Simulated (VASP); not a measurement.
# Al (P6_3/mmc) in VASP: further runs, part 2 of 2

VASP 6.6.1. Earlier steps stand in the parts before.

## (3) Relaxation of cell and atoms, LDA, target pressure 5 GPa, at which the enthalpy is minimised

Input file INCAR:

```
SYSTEM = Al
  PREC = Accurate
  ENCUT = 600
  EDIFF = 1E-6
  ISMEAR = -1
  SIGMA = 0.05
  LREAL = .False.
  LASPH = .True.
  NELM = 100
  ALGO = Normal
  ISIF = 3
  LWAVE = .False.
  LCHARG = .False.
  IBRION = 2
  NSW = 80
  EDIFFG = -0.01
  PSTRESS = 50.0
```

Input file KPOINTS:

```
Automatic mesh
0
Gamma
  14 14 7
  0 0 0
```

Input file POSCAR:

```
Al
1.0
    2.8124550000      0.0000000000      0.0000000000
   -1.4062280000      2.4356580000      0.0000000000
    0.0000000000      0.0000000000      4.8668500000
Al
2
Direct
    0.6666666667      0.3333333333      0.7500000000
    0.3333333333      0.6666666667      0.2500000000
```

Potentials or basis: VASP PAW LDA potentials, release 64 (Al).

On the command line:

```console
$ cat potpaw_LDA.64/Al/POTCAR > POTCAR
$ mpirun -np 1 vasp_std > vasp.out
```

OUTCAR:

```text
SYSTEM = Al
   PREC = Accurate
   ENCUT = 600
   EDIFF = 1E-6
   ISMEAR = -1
   LREAL = .False.
   LASPH = .True.
   NELM = 100
   ISIF = 3
   IBRION = 2
   NSW = 80
   EDIFFG = -0.01
   PSTRESS = 50.0

 ion  position               nearest neighbor table
   1  0.667  0.333  0.750-   2 2.93   2 2.93   2 2.93   2 2.93   2 2.93   2 2.93
   2  0.333  0.667  0.250-   1 2.93   1 2.93   1 2.93   1 2.93   1 2.93   1 2.93

  LATTYP: Found a hexagonal cell.
 ALAT       =     2.8124550000
 C/A-ratio  =     1.7304632430

  Lattice vectors:

 A1 = (   2.8124550000,   0.0000000000,   0.0000000000)
 A2 = (  -1.4062280000,   2.4356580000,   0.0000000000)
 A3 = (   0.0000000000,   0.0000000000,   4.8668500000)

Analysis of symmetry for initial positions (statically):
=====================================================================
 Subroutine PRICEL returns:
 Original cell was already a primitive cell.

 Routine SETGRP: Setting up the symmetry group for a
 hexagonal supercell.

 Subroutine GETGRP returns: Found 24 space group operations
 (whereof 12 operations were pure point group operations)
 out of a pool of 24 trial point group operations.

The static configuration has the point symmetry D_3d.
 The point group associated with its full space group is D_6h.
[... 171 lines left out ...]
  Total       -0.5136329     -0.5136331     -0.8431693      0.0000001     -0.0000000      0.0000000
  in kB      -24.6838885    -24.6838991    -40.5205661      0.0000051     -0.0000000      0.0000000
  external PRESSURE =     -79.9627846 kB  Pullay stress =      50.0000000 kB
[... 215 lines left out ...]
--------------------------------------- Ionic step        7  -------------------------------------------

 number of electron       6.0000000 magnetization

 Free energy of the ion-electron system (eV)
  ---------------------------------------------------
  ext. energy  EPLUGINS =         0.00000000
  ---------------------------------------------------
  free energy    TOTEN  =        -8.29393130 eV

  energy without entropy =       -8.28866137  energy(sigma->0) =       -8.29129633

 E-fermi :   8.7781     XC(G=0): -10.6715

 val. band max:        8.6673422316   @ k =   0.3571   0.2857   0.2857
 cond. band min:       8.8269652360   @ k =   0.3571   0.1429   0.0000
 fundamental gap:      0.1596230044
 Fermi energy:         8.7780727978

 k-point     1 :       0.0000    0.0000    0.0000
  band No.  band energies     occupation
      1      -2.9902      2.00000
      2       3.6885      2.00000
      3       3.8950      2.00000
      4      20.3384      0.00000
      5      20.3384      0.00000
      6      20.4743      0.00000
      7      20.4743      0.00000
[... 221 lines left out ...]
 k-point    24 :       0.3571    0.2857    0.0000
  band No.  band energies     occupation
      1       4.7926      2.00000
      2       4.8489      2.00000
      3       6.5177      2.00000
      4      10.7598      0.00000
      5      10.9685      0.00000
      6      11.3958      0.00000
      7      12.6913      0.00000

 [... further k-points ...]

------------------------ aborting loop because EDIFF is reached ----------------------------------------

  FORCE on cell =-STRESS in cart. coord.  units (eV):
  Direction    XX          YY          ZZ          XY          YZ          ZX
  --------------------------------------------------------------------------------------
  -------------------------------------------------------------------------------------
  Total        0.9327380      0.9327385      0.9271578     -0.0000002      0.0000000      0.0000000
  in kB       49.4134358     49.4134605     49.1178121     -0.0000118      0.0000000      0.0000000
  external PRESSURE =      -0.6850972 kB  Pullay stress =      50.0000000 kB
[... 21 lines left out ...]
  energy  without entropy=       -8.2886613671  energy(sigma->0) =       -8.29129633

  enthalpy is  TOTEN    =        -7.3501211772 eV   P V=        0.9438101198

 reached required accuracy - stopping structural energy minimisation
```

OSZICAR:

```text
N       E                     dE             d eps       ncg     rms          rms(c)
DAV:   1    -0.322247533753E+00   -0.32225E+00   -0.24607E+03  1344   0.743E+02
DAV:   2    -0.828140258095E+01   -0.79592E+01   -0.76279E+01  1876   0.535E+01
DAV:   3    -0.836184952830E+01   -0.80447E-01   -0.80066E-01  1911   0.646E+00
DAV:   4    -0.836205747304E+01   -0.20794E-03   -0.20794E-03  2002   0.317E-01
[... 38 lines left out ...]
   6 F= -.73501180E+01 E0= -.73474761E+01  d E =-.340748E-02
       N       E                     dE             d eps       ncg     rms          rms(c)
DAV:   1    -0.829393362745E+01   -0.15515E-02   -0.26046E-04  1806   0.105E-01    0.132E-02
DAV:   2    -0.829393215987E+01    0.14676E-05   -0.15214E-06  1596   0.969E-03    0.524E-03
DAV:   3    -0.829393129700E+01    0.86287E-06   -0.23349E-07   805   0.305E-03
   7 F= -.73501212E+01 E0= -.73474862E+01  d E =-.314736E-05
```

CONTCAR:

```text
Al
   1.00000000000000
     2.7528798247315507   -0.0000000465760408    0.0000000000000000
    -1.3764404421105070    2.3840644813750353    0.0000000000000000
     0.0000000000000000   -0.0000000000000000    4.6080794834371206
  Al
     2
Direct
     0.6666666667000030    0.3333333332999970    0.7500000000000000
     0.3333333332999970    0.6666666667000030    0.2500000000000000

  0.00000000E+00  0.00000000E+00  0.00000000E+00
  0.00000000E+00  0.00000000E+00  0.00000000E+00
```

Wall time 35 s (1 thread of Intel Xeon 6975P-C (Granite Rapids), shared host); peak memory 0.15 GiB.

Results:

```
Free energy                                                : -8.2939 eV
Relaxed volume                                             : 15.12 Å³/atom
Relaxed cell                                               : a = 2.753 Å, b = 2.753 Å, c = 4.608 Å, α = 90.00°, β = 90.00°, γ = 120.00°
Space group after relaxing (to 0.1 Å)                      : P6_3/mmc (No. 194)
Energy change on relaxing (the run minimises the enthalpy) : +4.2 meV/atom
Ionic steps                                                : 7
Pressure after relaxing                                    : 4.9 GPa
Band gap on the k mesh                                     : zero (bands 3 and 4 overlap by 6.05 eV)
```

Step by step:
```
step  energy change (eV)  largest force (eV/Å)  pressure (GPa)  volume (Å³)
   1              0.0000                0.0000           -3.00        33.34
   2              0.0420                0.0000            7.89        29.48
   3              0.0118                0.0000            5.13        30.24
   4              0.0101                0.0000            5.09        30.22
   5              0.0100                0.0000            5.10        30.19
   6              0.0099                0.0000            5.10        30.19
   7              0.0084                0.0000            4.93        30.24
```

Final structure:
```
Al
1.0
     2.75288    0.00000    0.00000
    -1.37644    2.38406    0.00000
     0.00000    0.00000    4.60808
Al
2
Direct
  0.66667 0.33333 0.75000
  0.33333 0.66667 0.25000
```

Caveat: the cell is relaxed towards a set pressure, so the run minimises the enthalpy, not the energy.

## (4) Relaxation of cell and atoms, LDA, target pressure 10 GPa, at which the enthalpy is minimised

Input file INCAR:

```
ALGO     = Normal         # electronic algorithm
EDIFF    = 1E-6           # SCF threshold, eV
EDIFFG   = -0.01          # ionic threshold
ENCUT    = 600            # plane-wave cutoff, eV
GGA      = CA             # functional
IBRION   = 2              # ionic algorithm
ISIF     = 3              # what is computed and relaxed
ISMEAR   = -1             # smearing method
LASPH    = True           # aspherical terms in the spheres
LCHARG   = False          # write CHGCAR
LREAL    = False          # projectors in reciprocal space
LWAVE    = False          # write WAVECAR
NELM     = 60             # most SCF steps
NSW      = 80             # ionic steps
PREC     = Accurate       # precision mode
PSTRESS  = 100.0        
SIGMA    = 0.05           # smearing width, eV
```

Input file KPOINTS:

```
k-points
0
Gamma
  14 14 7
```

POSCAR is that of step 3.

On the command line:

```console
$ cat potpaw_LDA.64/Al/POTCAR > POTCAR
$ mpirun -np 1 vasp_std > vasp.out
```

Run time: 48 s. Hardware: 1 thread of Intel Xeon 6975P-C (Granite Rapids), shared host; peak memory 0.15 GiB.

The run converged. Its results:

| Item | Value |
| --- | --- |
| Free energy | -8.2323 eV |
| Relaxed volume | 14.45 Å³/atom |
| Relaxed cell | a = 2.715 Å, b = 2.715 Å, c = 4.526 Å, α = 90.00°, β = 90.00°, γ = 120.00° |
| Space group after relaxing (to 0.1 Å) | P6_3/mmc (No. 194) |
| Energy change on relaxing (the run minimises the enthalpy) | +35.0 meV/atom |
| Ionic steps | 11 |
| Pressure after relaxing | 10.0 GPa |
| Band gap on the k mesh | zero (bands 3 and 4 overlap by 6.23 eV) |

The path:
```csv
step,energy change (eV),largest force (eV/Å),pressure (GPa),volume (Å³)
1,0.0000,0.0000,-3.00,33.34
2,0.2237,0.0000,18.66,27.23
3,0.0726,0.0000,10.10,28.95
4,0.0706,0.0000,10.06,28.92
5,0.0712,0.0000,10.11,28.89
6,0.0767,0.0000,10.24,28.83
7,0.0723,0.0000,10.14,28.87
8,0.0718,0.0000,10.13,28.87
9,0.0720,0.0000,10.13,28.87
10,0.0684,0.0000,9.89,28.93
11,0.0700,0.0000,9.99,28.90
```

Final structure:
```
CELL_PARAMETERS angstrom
2.71544 0.00000 0.00000
-1.35772 2.35164 0.00000
0.00000 0.00000 4.52633
ATOMIC_POSITIONS crystal
Al 0.66667 0.33333 0.75000
Al 0.33333 0.66667 0.25000
```

Levels at points of the mesh, in eV from the Fermi level:
| k point | band 1 | band 2 | band 3 | band 4 | band 5 | band 6 |
| --- | --- | --- | --- | --- | --- | --- |
| (0.00, 0.00, 0.00) | -12.10 | -5.27 | -4.91 | 11.89 | 11.90 | 11.90 |
| (0.50, 0.00, 0.00) | -5.64 | -5.62 | 0.53 | 1.10 | 1.27 | 1.85 |

Caveat: the cell is relaxed towards a set pressure, so the run minimises the enthalpy, not the energy.

## (5) Relaxation of cell and atoms, LDA, target pressure 20 GPa, at which the enthalpy is minimised

Input file INCAR:

```
PREC = Accurate ; ENCUT = 600
EDIFF = 1E-7 ; ISMEAR = -1
SIGMA = 0.05 ; LREAL = False
LASPH = True ; NELM = 60
ALGO = Normal ; ISIF = 3
LWAVE = False ; LCHARG = False
GGA = CA ; IBRION = 2
NSW = 80 ; EDIFFG = -0.01
PSTRESS = 200.0
```

Input file KPOINTS:

```
regular mesh
0
Gamma
  14 14 7
```

POSCAR is that of step 4.

On the command line:

```console
$ cat potpaw_LDA.64/Al/POTCAR > POTCAR
$ mpirun -np 1 vasp_std > vasp.out
```

Wall time 50 s (1 thread of Intel Xeon 6975P-C (Granite Rapids), shared host); peak memory 0.15 GiB.

The run converged. Its results:

```yaml
Free_energy: -8.0497 eV
Relaxed_volume: 13.46 Å³/atom
Relaxed_cell: a = 2.656 Å, b = 2.656 Å, c = 4.407 Å, α = 90.00°, β = 90.00°, γ = 120.00°
Space_group_after_relaxing_to_0.1_Å: P6_3/mmc (No. 194)
Energy_change_on_relaxing_the_run_minimises_the_enthalpy: +126.3 meV/atom
Ionic_steps: 10
Pressure_after_relaxing: 20.0 GPa
Band_gap_on_the_k_mesh: zero (bands 3 and 4 overlap by 6.46 eV)
```

Step by step:
```csv
step,energy change (eV),largest force (eV/Å),pressure (GPa),volume (Å³)
1,0.0000,0.0000,-3.00,33.34
2,1.1054,0.0000,53.70,23.08
3,0.2414,0.0000,19.47,27.10
4,0.2557,0.0000,20.15,26.98
5,0.2537,0.0000,20.14,26.93
6,0.2562,0.0000,20.19,26.89
7,0.2572,0.0000,20.22,26.88
8,0.2568,0.0000,20.20,26.88
9,0.2482,0.0000,19.79,26.95
10,0.2526,0.0000,20.00,26.91
```

Final structure:
```
CELL_PARAMETERS angstrom
2.65567 0.00000 0.00000
-1.32784 2.29988 0.00000
0.00000 0.00000 4.40661
ATOMIC_POSITIONS crystal
Al 0.66667 0.33333 0.75000
Al 0.33333 0.66667 0.25000
```

Levels at points of the mesh, in eV from the Fermi level:
```
           k point  band 1  band 2  band 3  band 4  band 5  band 6  band 7
(0.00, 0.00, 0.00)  -12.63   -5.55   -4.96   12.26   12.26   12.46   12.85
(0.50, 0.00, 0.00)   -5.93   -5.86    0.54    1.16    1.30    2.03    6.74
```

Caveat: the cell is relaxed towards a set pressure, so the run minimises the enthalpy, not the energy; the volume moved by over 15 % at a fixed basis, so the end points are rough.

## (6) Summary

```tsv
cell	gap on the mesh (eV)	pressure (GPa)
relaxed	none	0.0
relaxed to 5 GPa	none	4.9
relaxed to 10 GPa	none	10.0
relaxed to 20 GPa	none	20.0
```

Alike in all rows: task relaxation of cell and atoms; level LDA; potentials or basis VASP PAW LDA potentials, release 64 (Al); no spin polarisation; k mesh 14 × 14 × 7; cutoff (eV) 600; smearing fermi-dirac 0.05 eV.

Caveats: the cell is relaxed towards a set pressure, so the run minimises the enthalpy, not the energy (at least some runs); the volume moved by over 15 % at a fixed basis, so the end points are rough (at least some runs).

Absolute energies hang on the potentials; compare differences alone.
